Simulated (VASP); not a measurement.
# F: single point with PBE

The system is F.

```
F
1.0
     0.00000    1.65404    1.65404
     1.65404    0.00000    1.65404
     1.65404    1.65404    0.00000
F
1
Direct
  0.00000 0.00000 0.00000
```

This cell differs from its parent crystal: volume scaled by 0.88.

| Item | Value |
| --- | --- |
| Program | VASP 6.6.1 |
| Task | single point |
| Functional | PBE |
| Potentials or basis | VASP PAW PBE potentials, release 64 (F) |
| Cutoff | 520 eV |
| k mesh | 17 × 17 × 17 |
| Occupations | fermi-dirac, width 0.1 eV |
| Spin | no spin polarisation |
| Dipole correction | no |
| Further INCAR settings | ALGO = Normal; EDIFF = 1e-07; NBANDS = 10 |

* Pressure: 7.8 GPa

Levels at points of the mesh, in eV from the Fermi level:
```csv
k point,band 1,band 2,band 3,band 4,band 5,band 6,band 7,band 8
"(0.00, 0.00, 0.00)",-22.38,0.64,0.64,0.64,14.81,36.58,36.58,36.58
```

Wall time 8.9 s on 1 thread of Intel Xeon 6975P-C, on a shared host, peak memory 0.12 GiB.

Caveat: an odd number of electrons without spin polarisation forces a metal; a magnetic or distorted state may lie lower.
